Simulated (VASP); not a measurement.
# Te2Mo (P6_3/mmc) in VASP: settings compared

Te2Mo is run at these levels: PBE+D4, PBE+D3(BJ); tasks: relaxation of cell and atoms.

All numbers are computed with VASP 6.6.1; they aren't measurements. Logs are shortened: lines on timing, memory, paths and dates and some standing lists are left out, and cuts for length are marked.

## (1) The cell of the first run

Symmetry: P6_3/mmc, No. 194, hexagonal system. The conventional cell has a = 3.496 Å, b = 3.496 Å, c = 13.701 Å, α = 90.00°, β = 90.00°, γ = 120.00°. Within 3.8 Å of Te (site symmetry 3m) lie 3 Mo at 2.72 Å and 10 Te at 3.50 to 3.80 Å. Mo (site symmetry -6m2) has 6 Te at 2.72 Å and 6 Mo at 3.50 Å within 3.6 Å.

## (2) Relaxation of cell and atoms, PBE+D4

File INCAR:

```
SYSTEM = Te2Mo
  PREC = Accurate
  ENCUT = 600
  EDIFF = 1E-7
  ISMEAR = -1
  SIGMA = 0.02
  LREAL = .False.
  LASPH = .True.
  NELM = 80
  ALGO = Normal
  ISIF = 3
  LWAVE = .False.
  LCHARG = .False.
  GGA = PE
  IVDW = 13
  IBRION = 2
  NSW = 80
  EDIFFG = -0.005
```

File KPOINTS:

```
Automatic mesh
0
Gamma
  12 12 2
  0 0 0
```

File POSCAR:

```
Te2Mo
1.0
    3.4964011459      0.0000000000      0.0000000000
   -1.7482005730      3.0279722142      0.0000000000
    0.0000000000      0.0000000000     13.7008445072
Te Mo
4 2
Direct
    0.3333333333      0.6666666667      0.6173401540
    0.6666666667      0.3333333333      0.1173401540
    0.3333333333      0.6666666667      0.8826598460
    0.6666666667      0.3333333333      0.3826598460
    0.3333333333      0.6666666667      0.2500000000
    0.6666666667      0.3333333333      0.7500000000
```

Potentials or basis: VASP PAW PBE potentials, release 64 (Te, Mo_sv).

Launch:

```sh
cat potpaw_PBE.64/Te/POTCAR potpaw_PBE.64/Mo_sv/POTCAR > POTCAR
mpirun -np 1 vasp_std > vasp.out
```

OUTCAR:

```text
SYSTEM = Te2Mo
   PREC = Accurate
   ENCUT = 600
   EDIFF = 1E-7
   ISMEAR = -1
   LREAL = .False.
   LASPH = .True.
   NELM = 80
   ISIF = 3
   GGA = PE
   IVDW = 13
   IBRION = 2
   NSW = 80
   EDIFFG = -0.005

 ion  position               nearest neighbor table
   1  0.333  0.667  0.617-   6 2.72   6 2.72   6 2.72   3 3.64
   2  0.667  0.333  0.117-   5 2.72   5 2.72   5 2.72   4 3.64
   3  0.333  0.667  0.883-   6 2.72   6 2.72   6 2.72   1 3.64
   4  0.667  0.333  0.383-   5 2.72   5 2.72   5 2.72   2 3.64
   5  0.333  0.667  0.250-   2 2.72   4 2.72   2 2.72   4 2.72   2 2.72   4 2.72
   6  0.667  0.333  0.750-   1 2.72   3 2.72   1 2.72   3 2.72   1 2.72   3 2.72

  LATTYP: Found a hexagonal cell.
 ALAT       =     3.4964011459
 C/A-ratio  =     3.9185562341

  Lattice vectors:

 A1 = (   3.4964011459,   0.0000000000,   0.0000000000)
 A2 = (  -1.7482005730,   3.0279722142,   0.0000000000)
 A3 = (   0.0000000000,   0.0000000000,  13.7008445072)

Analysis of symmetry for initial positions (statically):
=====================================================================
 Subroutine PRICEL returns:
 Original cell was already a primitive cell.

 Routine SETGRP: Setting up the symmetry group for a
 hexagonal supercell.

 Subroutine GETGRP returns: Found 24 space group operations
 (whereof 12 operations were pure point group operations)
 out of a pool of 24 trial point group operations.

The static configuration has the point symmetry D_3d.
 The point group associated with its full space group is D_6h.

Analysis of symmetry for dynamics (positions and initial velocities):
=====================================================================
 Subroutine PRICEL returns:
 Original cell was already a primitive cell.

 Routine SETGRP: Setting up the symmetry group for a
 hexagonal supercell.

 Subroutine GETGRP returns: Found 24 space group operations
 (whereof 12 operations were pure point group operations)
 out of a pool of 24 trial point group operations.

The dynamic configuration has the point symmetry D_3d.
 The point group associated with its full space group is D_6h.

 Subroutine INISYM returns: Found 24 space group operations
 (whereof 12 operations are pure point group operations),
 and found     1 'primitive' translations

----------------------------------------------------------------------------------------

                                     Primitive cell

  volume of cell :     145.0509

  direct lattice vectors                    reciprocal lattice vectors
     3.496401146  0.000000000  0.000000000     0.286008372  0.165127011  0.000000000
    -1.748200573  3.027972214  0.000000000     0.000000000  0.330254021  0.000000000
     0.000000000  0.000000000 13.700844507     0.000000000  0.000000000  0.072988202

  length of vectors
     3.496401146  3.496401146 13.700844507     0.330254021  0.330254021  0.072988202

  position of ions in fractional coordinates (direct lattice)
     0.333333333  0.666666667  0.617340154
     0.666666667  0.333333333  0.117340154
     0.333333333  0.666666667  0.882659846
     0.666666667  0.333333333  0.382659846
     0.333333333  0.666666667  0.250000000
     0.666666667  0.333333333  0.750000000

  ion indices of the primitive-cell ions
   primitive index   ion index
                 1           1
                 2           2
                 3           3
                 4           4
                 5           5
                 6           6

----------------------------------------------------------------------------------------

 KPOINTS: Automatic mesh

Automatic generation of k-mesh.
 Grid dimensions read from file:
 generate k-points for:   12   12    2

 Generating k-lattice:

  Cartesian coordinates                     Fractional coordinates (reciprocal lattice)
     0.023834031  0.013760584  0.000000000     0.083333333  0.000000000  0.000000000
     0.000000000  0.027521168  0.000000000     0.000000000  0.083333333  0.000000000
     0.000000000  0.000000000  0.036494101     0.000000000  0.000000000  0.500000000

  Length of vectors
     0.027521168  0.027521168  0.036494101

  Shift w.r.t. Gamma in fractional coordinates (k-lattice)
     0.000000000  0.000000000  0.000000000

 Subroutine IBZKPT returns following result:
 ===========================================

 Found     38 irreducible k-points:

 Following reciprocal coordinates:
            Coordinates               Weight
  0.000000  0.000000  0.000000      1.000000
  0.083333  0.000000  0.000000      6.000000
  0.166667  0.000000  0.000000      6.000000
  0.250000  0.000000  0.000000      6.000000
  0.333333 -0.000000  0.000000      6.000000
  0.416667 -0.000000  0.000000      6.000000
[... 16 lines left out ...]
  0.250000  0.000000  0.500000      6.000000
  0.333333 -0.000000  0.500000      6.000000
 [... further k-points ...]
   k-points           NKPTS =     38   k-points in BZ     NKDIM =     38   number of bands    NBANDS=     31
   number of dos      NEDOS =    301   number of ions     NIONS =      6
   total plane-waves  NPLWV =  87808
   dimension x,y,z NGX =    28 NGY =   28 NGZ =  112
   dimension x,y,z NGXF=    56 NGYF=   56 NGZF=  224
   ions per type =               4   2
   NGX,Y,Z   is equivalent  to a cutoff of  13.31, 13.31, 13.59 a.u.
   NGXF,Y,Z  is equivalent  to a cutoff of  26.63, 26.63, 27.18 a.u.
 SYSTEM =  Te2Mo
   PREC   = accura    normal or accurate (medium, high low for compatibility)
   ISTART =      0    job   : 0-new  1-cont  2-samecut
   ICHARG =      2    charge: 1-file 2-atom 10-const
   ISPIN  =      1    spin polarized calculation?
   LNONCOLLINEAR =      F non collinear calculations
   LSORBIT =      F    spin-orbit coupling
   LASPH  =      T    aspherical Exc in radial PAW
   ENCUT  =  600.0 eV  44.10 Ry    6.64 a.u.   6.98  6.98 27.36*2*pi/ulx,y,z
   NELM   =     80;   NELMIN=  2; NELMDL= -5     # of ELM steps
   EDIFF  = 0.1E-06   stopping-criterion for ELM
   LREAL  =      F    real-space projection
   EDIFFG = -.5E-02   stopping-criterion for IOM
   NSW    =     80    number of steps for IOM
   IBRION =      2    ionic relax: 0-MD 1-quasi-New 2-CG
   NFREE  =      1    steps in history (QN), initial steepest desc. (CG)
   ISIF   =      3    stress and relaxation
   ISYM   =      2    0-nonsym 1-usesym 2-fastsym
   POTIM  = 0.5000    time-step for ionic-motion
   TEBEG  =    0.0;   TEEND  =   0.0 temperature during run
   PSTRESS=    0.0 pullay stress
   NELECT =      52.0000    total number of electrons
   NUPDOWN=      -1.0000    fix difference up-down
   EMIN   =  10.00;   EMAX   =-10.00  energy-range for DOS
   EFERMI =   0.00;   METHOD = LEGACY
   ISMEAR =    -1;   SIGMA  =   0.02  broadening in eV -4-tet -1-fermi 0-gaus
   EFERMI_NEDOS =   21; number of points for ismear=-14 and -15
   IALGO  =     38    algorithm
   IMIX   =      4    mixing-type and parameters
     AMIX     =   0.40;   BMIX     =  1.00
     AMIX_MAG =   1.60;   BMIX_MAG =  1.00
  volume/ion in A,a.u.               =      24.18       163.14
  Fermi-wavevector in a.u.,A,eV,Ry     =   1.162972  2.197698 18.401921  1.352503
  Thomas-Fermi vector in A             =   2.299527
   LORBIT       =      0    0 simple, 1 ext, 2 COOP (PROOUT), +10 PAW based schemes
   GGA     = PE    functional components
   LHFCALC =     F    Hartree Fock is set to
   AEXX    =    0.0000 exact exchange contribution
   IVDW    =    13    specifies the selected vdW correction
   LEPSILON=     F    determine dielectric tensor
   LRPA    =     F    only Hartree local field effects (RPA)
 conjugate gradient relaxation of ions
 non-spin polarized calculation
  energy-cutoff  :      600.00
  volume of cell :      145.05
 maximum number of plane-waves:      4872
 NGX is ok and might be reduce to    28
   NGX = 13   NGY = 13   NGZ = 55

--------------------------------------- Ionic step        1  -------------------------------------------

 number of electron      51.9999998 magnetization

 Free energy of the ion-electron system (eV)
  ---------------------------------------------------
  ext. energy  EPLUGINS =         0.00000000
  ---------------------------------------------------
  free energy    TOTEN  =       -35.90695358 eV

  energy without entropy =      -35.90695357  energy(sigma->0) =      -35.90695357

------------------------ aborting loop because EDIFF is reached ----------------------------------------

  DFT-D4 for vdW energy calculation

  Edisp (eV):   -3.45786

  FORCE on cell =-STRESS in cart. coord.  units (eV):
  Direction    XX          YY          ZZ          XY          YZ          ZX
  --------------------------------------------------------------------------------------
  -------------------------------------------------------------------------------------
  Total       0.16884     0.16884     0.12938    -0.00000     0.00000    -0.00000
  in kB       1.86491     1.86491     1.42912    -0.00000     0.00000    -0.00000
  external pressure =        1.72 kB  Pullay stress =        0.00 kB
[... 289 lines left out ...]
  energy  without entropy=      -39.3650636207  energy(sigma->0) =      -39.36506362

--------------------------------------- Ionic step        8  -------------------------------------------

 number of electron      51.9999998 magnetization

 Free energy of the ion-electron system (eV)
  ---------------------------------------------------
  ext. energy  EPLUGINS =         0.00000000
  ---------------------------------------------------
  free energy    TOTEN  =       -35.92101528 eV

  energy without entropy =      -35.92101528  energy(sigma->0) =      -35.92101528

 E-fermi :   8.8774     XC(G=0): -10.6151

 val. band max:        8.5641252192   @ k =   0.0000   0.0000   0.0000
 cond. band min:       9.2240637795   @ k =   0.2500   0.1667   0.0000
 fundamental gap:      0.6599385603
 Fermi energy:         8.8774398604

 k-point     1 :       0.0000    0.0000    0.0000
  band No.  band energies     occupation
      1     -52.2853      2.00000
      2     -52.2853      2.00000
      3     -26.4608      2.00000
      4     -26.4608      2.00000
      5     -26.3221      2.00000
      6     -26.3221      2.00000
[... 805 lines left out ...]
     30      10.1274      0.00000
     31      11.3453      0.00000

 [... further k-points ...]

------------------------ aborting loop because EDIFF is reached ----------------------------------------

  DFT-D4 for vdW energy calculation

  Edisp (eV):   -3.44406

  FORCE on cell =-STRESS in cart. coord.  units (eV):
  Direction    XX          YY          ZZ          XY          YZ          ZX
  --------------------------------------------------------------------------------------
  -------------------------------------------------------------------------------------
  Total       0.00432     0.00432     0.00125    -0.00000     0.00000     0.00000
  in kB       0.04747     0.04747     0.01370    -0.00000     0.00000     0.00000
  external pressure =        0.04 kB  Pullay stress =        0.00 kB
[... 21 lines left out ...]
  FREE ENERGIE OF THE ION-ELECTRON SYSTEM (eV)
  ---------------------------------------------------
  free  energy   TOTEN  =       -39.3650725320 eV

  energy  without entropy=      -39.3650725301  energy(sigma->0) =      -39.36507253

 reached required accuracy - stopping structural energy minimisation
```

Run time: 9 min. Hardware: 1 thread of Intel Xeon 6975P-C (Granite Rapids), shared host; peak memory 0.41 GiB.

Results:

* Free energy: -39.3651 eV
* Relaxed volume: 24.28 Å³/atom
* Relaxed cell: a = 3.500 Å, b = 3.500 Å, c = 13.734 Å, α = 90.00°, β = 90.00°, γ = 120.00°
* Space group after relaxing (to 0.1 Å): P6_3/mmc (No. 194)
* Energy gained by relaxing: 0.0 meV/atom
* Ionic steps: 8
* Pressure after relaxing: 0.0 GPa
* Band gap on the k mesh: 0.66 eV (least direct gap 1.06 eV)
* Dispersion energy per atom: -0.574 eV

The path:
| step | energy change (eV) | largest force (eV/Å) | pressure (GPa) | volume (Å³) |
| --- | --- | --- | --- | --- |
| 1 | 0.0000 | 0.0071 | 0.17 | 145.05 |
| 2 | 0.0000 | 0.0496 | -0.20 | 145.60 |
| 3 | -0.0001 | 0.0270 | 0.00 | 145.31 |
| 4 | -0.0001 | 0.0288 | -0.01 | 145.33 |
| 5 | -0.0002 | 0.0141 | 0.00 | 145.44 |
| 6 | -0.0002 | 0.0066 | 0.00 | 145.49 |
| 7 | -0.0002 | 0.0049 | 0.00 | 145.54 |
| 8 | -0.0003 | 0.0007 | 0.00 | 145.70 |

Final structure:
```
Te Mo
1.0
     3.49990    0.00000    0.00000
    -1.74995    3.03100    0.00000
     0.00000    0.00000   13.73447
Te Mo
4 2
Direct
  0.33333 0.66667 0.61774
  0.66667 0.33333 0.11774
  0.33333 0.66667 0.88226
  0.66667 0.33333 0.38226
  0.33333 0.66667 0.25000
  0.66667 0.33333 0.75000
```

Caveat: spin-orbit coupling is left out, which moves the levels of the heavy elements. Zero-point motion and thermal expansion aren't in these numbers.

[end of part 1 of 2]
